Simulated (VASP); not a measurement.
# Pb (Fm-3m) in VASP: further runs

The runs below take Pb through single point, relaxation of cell and atoms, with revPBE.

Program: VASP 6.6.1. These are calculated values, not measurements. Logs are shortened: lines on timing, memory, paths and dates and some standing lists are left out, and cuts for length are marked.

**1. The cell of the first run**

Symmetry: Fm-3m, No. 225, cubic system. Conventional cell: a = 5.082 Å, b = 5.082 Å, c = 5.082 Å, α = 90.00°, β = 90.00°, γ = 90.00°. Within 4.7 Å of Pb (site symmetry m-3m) lie 12 Pb at 3.59 Å.

**2. Single point, revPBE**

INCAR reads:

```
SYSTEM = Pb
PREC = Accurate
ENCUT = 520
EDIFF = 1E-7
ISMEAR = -1
SIGMA = 0.1
LREAL = .FALSE.
LASPH = .TRUE.
NELM = 60
ALGO = Normal
ISIF = 2
LWAVE = .FALSE.
LCHARG = .FALSE.
GGA = RE
NBANDS = 13
```

KPOINTS reads:

```
Automatic mesh
0
G
  11 11 11
  0 0 0
```

POSCAR reads:

```
Pb
1.0
    0.0000000000      2.5411798192      2.5411798192
    2.5411798192      0.0000000000      2.5411798192
    2.5411798192      2.5411798192      0.0000000000
Pb
1
Direct
    0.0000000000      0.0000000000      0.0000000000
```

Potentials or basis: VASP PAW PBE potentials, release 64 (Pb_d).

Command:

```sh
$ cat potpaw_PBE.64/Pb_d/POTCAR > POTCAR
$ mpirun -np 1 vasp_std > vasp.out
```

OUTCAR:

```text
SYSTEM = Pb
   PREC = Accurate
   ENCUT = 520
   EDIFF = 1E-7
   ISMEAR = -1
   LREAL = .FALSE.
   LASPH = .TRUE.
   NELM = 60
   ISIF = 2
   GGA = RE

 ion  position               nearest neighbor table
   1  0.000  0.000  0.000-

  LATTYP: Found a face centered cubic cell.
 ALAT       =     5.0823596384

  Lattice vectors:

 A1 = (   0.0000000000,   2.5411798192,   2.5411798192)
 A2 = (   2.5411798192,   0.0000000000,   2.5411798192)
 A3 = (   2.5411798192,   2.5411798192,   0.0000000000)

Analysis of symmetry for initial positions (statically):
=====================================================================
 Subroutine PRICEL returns:
 Original cell was already a primitive cell.

 Routine SETGRP: Setting up the symmetry group for a
 face centered cubic supercell.

 Subroutine GETGRP returns: Found 48 space group operations
 (whereof 48 operations were pure point group operations)
 out of a pool of 48 trial point group operations.

The static configuration has the point symmetry O_h .

Analysis of symmetry for dynamics (positions and initial velocities):
=====================================================================
 Subroutine PRICEL returns:
 Original cell was already a primitive cell.

 Routine SETGRP: Setting up the symmetry group for a
 face centered cubic supercell.

 Subroutine GETGRP returns: Found 48 space group operations
 (whereof 48 operations were pure point group operations)
 out of a pool of 48 trial point group operations.

The dynamic configuration has the point symmetry O_h .

 Subroutine INISYM returns: Found 48 space group operations
 (whereof 48 operations are pure point group operations),
 and found     1 'primitive' translations

----------------------------------------------------------------------------------------

                                     Primitive cell

  volume of cell :      32.8198

  direct lattice vectors                    reciprocal lattice vectors
     0.000000000  2.541179819  2.541179819    -0.196759000  0.196759000  0.196759000
     2.541179819  0.000000000  2.541179819     0.196759000 -0.196759000  0.196759000
     2.541179819  2.541179819  0.000000000     0.196759000  0.196759000 -0.196759000

  length of vectors
     3.593770965  3.593770965  3.593770965     0.340796585  0.340796585  0.340796585

  position of ions in fractional coordinates (direct lattice)
     0.000000000  0.000000000  0.000000000

  ion indices of the primitive-cell ions
   primitive index   ion index
                 1           1

[... 76 lines left out ...]
   NFREE  =      0    steps in history (QN), initial steepest desc. (CG)
   ISIF   =      2    stress and relaxation
   ISYM   =      2    0-nonsym 1-usesym 2-fastsym
   POTIM  = 0.5000    time-step for ionic-motion
   TEBEG  =    0.0;   TEEND  =   0.0 temperature during run
   PSTRESS=    0.0 pullay stress
   NELECT =      14.0000    total number of electrons
   NUPDOWN=      -1.0000    fix difference up-down
   EMIN   =  10.00;   EMAX   =-10.00  energy-range for DOS
   EFERMI =   0.00;   METHOD = LEGACY
   ISMEAR =    -1;   SIGMA  =   0.10  broadening in eV -4-tet -1-fermi 0-gaus
   EFERMI_NEDOS =   21; number of points for ismear=-14 and -15
   IALGO  =     38    algorithm
   IMIX   =      4    mixing-type and parameters
     AMIX     =   0.40;   BMIX     =  1.00
     AMIX_MAG =   1.60;   BMIX_MAG =  1.00
  volume/ion in A,a.u.               =      32.82       221.48
  Fermi-wavevector in a.u.,A,eV,Ry     =   1.232363  2.328829 20.663433  1.518719
  Thomas-Fermi vector in A             =   2.367136
   LORBIT       =      0    0 simple, 1 ext, 2 COOP (PROOUT), +10 PAW based schemes
   GGA     = RE    functional components
   LHFCALC =     F    Hartree Fock is set to
   AEXX    =    0.0000 exact exchange contribution
   IVDW    =     0    specifies the selected vdW correction
   LEPSILON=     F    determine dielectric tensor
   LRPA    =     F    only Hartree local field effects (RPA)
 non-spin polarized calculation
  energy-cutoff  :      520.00
  volume of cell :       32.82
 maximum number of plane-waves:       905
   NGX = 13   NGY = 13   NGZ = 13

 number of electron      14.0000002 magnetization

 Free energy of the ion-electron system (eV)
  ---------------------------------------------------
  ext. energy  EPLUGINS =         0.00000000
  ---------------------------------------------------
  free energy    TOTEN  =        -3.25315513 eV

  energy without entropy =       -3.23627563  energy(sigma->0) =       -3.24471538

 E-fermi :   6.5507     XC(G=0):  -9.7370

 val. band max:        6.4551911864   @ k =  -0.4545   0.3636   0.0000
 cond. band min:       6.5531804618   @ k =   0.2727   0.0000   0.0000
 fundamental gap:      0.0979892754
 Fermi energy:         6.5507143925

 k-point     1 :       0.0000    0.0000    0.0000
  band No.  band energies     occupation
      1     -10.5560      2.00000
      2     -10.5560      2.00000
      3     -10.5560      2.00000
      4     -10.4482      2.00000
      5     -10.4482      2.00000
      6      -4.7162      2.00000
      7      13.3477      0.00000
      8      13.3477      0.00000
      9      13.3477      0.00000
     10      16.1973      0.00000
     11      16.8414      0.00000
     12      18.4329      0.00000
     13      18.4329      0.00000
[... 354 lines left out ...]
  band No.  band energies     occupation
      1     -10.5482      2.00000
      2     -10.5288      2.00000
      3     -10.4811      2.00000
      4     -10.4696      2.00000
      5     -10.3905      2.00000
      6      -3.1905      2.00000
      7       7.1631      0.00437
      8       8.8948      0.00000
      9      12.7722      0.00000
     10      15.9342      0.00000
     11      17.2516      0.00000
     12      18.4137      0.00000
     13      18.6968      0.00000

 [... further k-points ...]
[... 5 lines left out ...]
  --------------------------------------------------------------------------------------
  -------------------------------------------------------------------------------------
  Total       -0.0088494     -0.0088494     -0.0088494     -0.0000000      0.0000000     -0.0000000
  in kB       -0.4320038     -0.4320038     -0.4320038     -0.0000000      0.0000000     -0.0000000
  external PRESSURE =      -0.4320038 kB  Pullay stress =       0.0000000 kB

 VOLUME and BASIS-vectors are now :
 -----------------------------------------------------------------------------
  energy-cutoff  :      520.00
  volume of cell :       32.82
      direct lattice vectors                 reciprocal lattice vectors
     0.000000000  2.541179819  2.541179819    -0.196759000  0.196759000  0.196759000
     2.541179819  0.000000000  2.541179819     0.196759000 -0.196759000  0.196759000
     2.541179819  2.541179819  0.000000000     0.196759000  0.196759000 -0.196759000

 POSITION                                       TOTAL-FORCE (eV/Angst)
 -----------------------------------------------------------------------------------
      0.00000      0.00000      0.00000         0.000000     -0.000000      0.000000
 -----------------------------------------------------------------------------------
    total drift:                               -0.000000     -0.000000     -0.000000

  FREE ENERGIE OF THE ION-ELECTRON SYSTEM (eV)
  ---------------------------------------------------
  free  energy   TOTEN  =        -3.2531551344 eV

  energy  without entropy=       -3.2362756296  energy(sigma->0) =       -3.24471538
```

OSZICAR:

```text
N       E                     dE             d eps       ncg     rms          rms(c)
DAV:   1     0.108565625303E+03    0.10857E+03   -0.71323E+03  1471   0.122E+03
DAV:   2     0.215722233981E+01   -0.10641E+03   -0.10294E+03  1516   0.308E+02
DAV:   3    -0.312514847468E+01   -0.52824E+01   -0.52427E+01  1769   0.743E+01
DAV:   4    -0.325340516074E+01   -0.12826E+00   -0.12822E+00  1811   0.127E+01
DAV:   5    -0.325883489603E+01   -0.54297E-02   -0.54295E-02  2007   0.241E+00    0.443E-01
DAV:   6    -0.325371420537E+01    0.51207E-02   -0.99590E-03  1985   0.163E+00    0.243E-01
DAV:   7    -0.325301280263E+01    0.70140E-03   -0.48548E-03  1871   0.108E+00    0.916E-02
DAV:   8    -0.325315685176E+01   -0.14405E-03   -0.51384E-04  1856   0.339E-01    0.112E-02
DAV:   9    -0.325315552596E+01    0.13258E-05   -0.12180E-05  1949   0.569E-02    0.498E-03
DAV:  10    -0.325315507183E+01    0.45413E-06   -0.18037E-06  1771   0.136E-02    0.431E-04
DAV:  11    -0.325315513437E+01   -0.62543E-07   -0.64134E-08  1311   0.388E-03
   1 F= -.32531551E+01 E0= -.32447154E+01  d E =-.168795E-01
```

stdout:

```text
POSCAR found type information on POSCAR Pb
 POSCAR found :  1 types and       1 ions
 scaLAPACK will be used
 -----------------------------------------------------------------------------
|                                                                             |
|                                                                             |
|     You enforced a specific xc type in the INCAR file but a different       |
|     I HOPE YOU KNOW WHAT YOU ARE DOING!                                     |
|                                                                             |
 -----------------------------------------------------------------------------

 LDA part: xc-table for (Slater+PW92), standard interpolation
 POSCAR, INCAR and KPOINTS ok, starting setup
 FFT: planning ... GRIDC
 FFT: planning ... GRID_SOFT
 FFT: planning ... GRID
 WAVECAR not read
 entering main loop
```

It took 12 s on 1 thread of Intel Xeon 6975P-C (Granite Rapids), shared host; peak memory 0.16 GiB.

What came out:

```yaml
Free_energy: -3.2532 eV
Pressure: 0.0 GPa
Band_gap_on_the_k_mesh: zero (band 7 reaches 13.35 eV, above the bottom of band 8 at 5.23 eV)
```

Caveat: the PAW data sets were made with another functional, which shifts forces and pressure a little; spin-orbit coupling is left out, which moves the levels of the heavy elements.

**3. Relaxation of cell and atoms, revPBE**

This run uses another cell than the first one, of 30.33 Å³/atom, 0.924 times its volume.

INCAR reads:

```
SYSTEM = Pb
PREC = Accurate ; ENCUT = 600
EDIFF = 1E-7 ; ISMEAR = -1
SIGMA = 0.1 ; LREAL = .FALSE.
LASPH = .TRUE. ; NELM = 80
ALGO = Normal ; ISIF = 3
LWAVE = .FALSE. ; LCHARG = .FALSE.
GGA = RE ; IBRION = 2
NSW = 80 ; EDIFFG = -0.01
```

KPOINTS reads:

```
regular mesh
0
G
  11 11 11
  0 0 0
```

POSCAR reads:

```
Pb
1.0
    0.0000000000      2.4752500000      2.4752500000
    2.4752500000      0.0000000000      2.4752500000
    2.4752500000      2.4752500000      0.0000000000
Pb
1
Direct
    0.0000000000      0.0000000000      0.0000000000
```

Potentials or basis: VASP PAW PBE potentials, release 64 (Pb_d).

Command:

```sh
$ cat potpaw_PBE.64/Pb_d/POTCAR > POTCAR
$ mpirun -np 1 vasp_std > vasp.out
```

It took 31 s on 1 thread of Intel Xeon 6975P-C (Granite Rapids), shared host; peak memory 0.17 GiB.

Results (log left out):

```yaml
Free_energy: -3.2527 eV
Relaxed_volume: 32.80 Å³/atom
Relaxed_cell: a = 3.593 Å, b = 3.593 Å, c = 3.593 Å, α = 60.00°, β = 60.00°, γ = 60.00°
Space_group_after_relaxing_to_0.05_Å: Fm-3m (No. 225)
Energy_gained_by_relaxing: 24.4 meV/atom
Ionic_steps: 3
Pressure_after_relaxing: 0.0 GPa
Band_gap_on_the_k_mesh: zero (band 7 reaches 13.36 eV, above the bottom of band 8 at 5.23 eV)
```

Step by step:
| step | energy change (eV) | largest force (eV/Å) | pressure (GPa) | volume (Å³) |
| --- | --- | --- | --- | --- |
| 1 | 0.0000 | 0.0000 | 3.41 | 30.33 |
| 2 | -0.0237 | 0.0000 | -0.46 | 33.25 |
| 3 | -0.0244 | 0.0000 | 0.01 | 32.80 |

Final structure:
```
Pb
1.0
     0.00000    2.54068    2.54068
     2.54068    0.00000    2.54068
     2.54068    2.54068    0.00000
Pb
1
Cartesian
  0.0000 0.0000 0.0000
```

Levels at points of the mesh, in eV from the Fermi level:
| k point | band 4 | band 5 | band 6 | band 7 | band 8 | band 9 | band 10 | band 11 |
| --- | --- | --- | --- | --- | --- | --- | --- | --- |
| (0.00, 0.00, 0.00) | -17.00 | -17.00 | -11.27 | 6.80 | 6.80 | 6.80 | 9.65 | 10.30 |

Caveat: the PAW data sets were made with another functional, which shifts forces and pressure a little; spin-orbit coupling is left out, which moves the levels of the heavy elements. revPBE gives volumes clearly too large for solids.

**4. Single point, revPBE (volume scaled by 0.88)**

INCAR reads:

```
ALGO = Normal
EDIFF = 1E-6
ENCUT = 520
GGA = RE
ISIF = 2
ISMEAR = -1
LASPH = T
LCHARG = F
LREAL = F
LWAVE = F
NBANDS = 13
NELM = 60
PREC = Accurate
SIGMA = 0.1
```

KPOINTS reads:

```
k-points
0
Gamma
  18 18 18
```

POSCAR reads:

```
Pb
1.0
    0.0000000000      2.4351718892      2.4351718892
    2.4351718892      0.0000000000      2.4351718892
    2.4351718892      2.4351718892      0.0000000000
Pb
1
Direct
    0.0000000000      0.0000000000      0.0000000000
```

Command:

```sh
$ cat potpaw_PBE.64/Pb_d/POTCAR > POTCAR
$ mpirun -np 1 vasp_std > vasp.out
```

Wall time 40 s (1 thread of Intel Xeon 6975P-C (Granite Rapids), shared host); peak memory 0.2 GiB.

The run converged. Its results:

| Property | Result |
| --- | --- |
| Free energy | -3.1803 eV |
| Pressure | 6.4 GPa |
| Band gap on the k mesh | zero (band 7 reaches 15.76 eV, above the bottom of band 8 at 6.28 eV) |

Levels at points of the mesh, in eV from the Fermi level:
| k point | band 4 | band 5 | band 6 | band 7 | band 8 | band 9 | band 10 | band 11 |
| --- | --- | --- | --- | --- | --- | --- | --- | --- |
| (0.00, 0.00, 0.00) | -17.05 | -17.05 | -12.14 | 7.77 | 7.77 | 7.77 | 9.71 | 11.89 |
| (0.50, 0.00, 0.00) | -16.90 | -16.90 | -8.22 | -4.51 | 5.82 | 5.82 | 9.19 | 9.84 |
| (0.50, 0.50, 0.00) | -16.86 | -16.86 | -6.69 | -3.52 | 2.06 | 2.06 | 5.46 | 6.73 |

Caveat: the cell differs from its parent crystal (volume scaled by 0.88); the PAW data sets were made with another functional, which shifts forces and pressure a little; spin-orbit coupling is left out, which moves the levels of the heavy elements.

**5. Single point, revPBE (volume scaled by 0.92)**

INCAR reads:

```
SYSTEM = Pb
PREC     = Accurate       ! precision mode
ENCUT    = 520            ! plane-wave cutoff, eV
EDIFF    = 1E-6           ! SCF threshold, eV
ISMEAR   = -1             ! smearing method
SIGMA    = 0.1            ! smearing width, eV
LREAL    = .FALSE.        ! projectors in reciprocal space
LASPH    = .TRUE.         ! aspherical terms in the spheres
NELM     = 60             ! most SCF steps
ALGO     = Normal         ! electronic algorithm
ISIF     = 2              ! what is computed and relaxed
LWAVE    = .FALSE.        ! write WAVECAR
LCHARG   = .TRUE.         ! write CHGCAR
GGA      = RE             ! functional
LELF     = .TRUE.         ! ELF
LVHAR    = .TRUE.       
NBANDS   = 13             ! bands
```

KPOINTS reads:

```
regular mesh
0
G
  18 18 18
  0 0 0
```

POSCAR reads:

```
Pb
1.0
    0.0000000000      2.4715230976      2.4715230976
    2.4715230976      0.0000000000      2.4715230976
    2.4715230976      2.4715230976      0.0000000000
Pb
1
Direct
    0.0000000000      0.0000000000      0.0000000000
```

Command:

```sh
$ cat potpaw_PBE.64/Pb_d/POTCAR > POTCAR
$ mpirun -np 1 vasp_std > vasp.out
```

Run time: 39 s. Hardware: 1 thread of Intel Xeon 6975P-C (Granite Rapids), shared host; peak memory 0.2 GiB.

Results (log left out):

* Free energy: -3.2222 eV
* Pressure: 3.8 GPa
* Band gap on the k mesh: zero (band 7 reaches 14.89 eV, above the bottom of band 8 at 5.87 eV)

Levels at points of the mesh, in eV from the Fermi level:
| k point | band 3 | band 4 | band 5 | band 6 | band 7 | band 8 | band 9 | band 10 | band 11 | band 12 |
| --- | --- | --- | --- | --- | --- | --- | --- | --- | --- | --- |
| (0.00, 0.00, 0.00) | -17.17 | -17.03 | -17.03 | -11.82 | 7.42 | 7.42 | 7.42 | 9.69 | 11.32 | 12.46 |
| (0.50, 0.00, 0.00) | -17.16 | -16.89 | -16.89 | -8.17 | -4.27 | 5.57 | 5.57 | 9.17 | 9.43 | 11.17 |
| (0.50, 0.50, 0.00) | -16.91 | -16.86 | -16.86 | -6.75 | -3.33 | 2.02 | 2.02 | 5.33 | 6.59 | 18.22 |

Caveat: the cell differs from its parent crystal (volume scaled by 0.92); the PAW data sets were made with another functional, which shifts forces and pressure a little; spin-orbit coupling is left out, which moves the levels of the heavy elements.

**6. Summary**

| task | cell | k mesh | cutoff (eV) | gap on the mesh (eV) | pressure (GPa) |
| --- | --- | --- | --- | --- | --- |
| single point | a = 3.594 Å, angles 60.0°, 1 atom | 11 × 11 × 11 | 520 | none | 0.0 |
| relaxation of cell and atoms | relaxed from a = 3.501 Å, angles 60.0°, 1 atom | 11 × 11 × 11 | 600 | none | 0.0 |
| single point | a = 3.444 Å, angles 60.0°, 1 atom | 18 × 18 × 18 | 520 | none | 6.4 |
| single point | a = 3.495 Å, angles 60.0°, 1 atom | 18 × 18 × 18 | 520 | none | 3.8 |

Alike in all rows: level revPBE; potentials or basis VASP PAW PBE potentials, release 64 (Pb_d); no spin polarisation; smearing fermi-dirac 0.1 eV.

Caveats: the PAW data sets were made with another functional, which shifts forces and pressure a little; spin-orbit coupling is left out, which moves the levels of the heavy elements.

Absolute energies hang on the potentials; compare differences alone.
